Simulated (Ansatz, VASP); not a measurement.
**Two plane-wave programs on LaNb2O2**

```
CELL_PARAMETERS angstrom
3.13598 0.00000 0.00000
0.00000 5.79155 0.00000
0.00000 0.00000 6.57728
ATOMIC_POSITIONS crystal
La 0.50000 0.00000 0.00000
Nb 0.50000 0.81582 0.50000
Nb 0.50000 0.18418 0.50000
O 0.50000 0.50000 0.50000
O 0.00000 0.50000 0.00000
```

Alike in both runs: functional PBE; k mesh 12 × 8 × 6; occupations gaussian, width 0.1 eV; no spin polarisation.

Ansatz relaxed the structure, and its values are those at the end. VASP's run is a single point on that final structure, the one shown.

```csv
,VASP,Ansatz
version,VASP 6.6.1,Ansatz 0.2.0
potentials or method,"VASP PAW PBE potentials, release 64 (La, Nb_sv, O), cutoff 520 eV","scalar-relativistic, plane waves, PAW"
valence electrons in the cell,49,49
```

```csv
,VASP,Ansatz,Ansatz less VASP
gap on the k mesh at the Fermi level (eV),none,none,-
pressure (GPa),-0.2,0.0,+0.17
rms of the force components (eV/Å),0.014,0.002,-0.0123
```

A gap of «none» marks a metal or a gap that the smearing closes.

Neither program's run includes spin-orbit coupling.
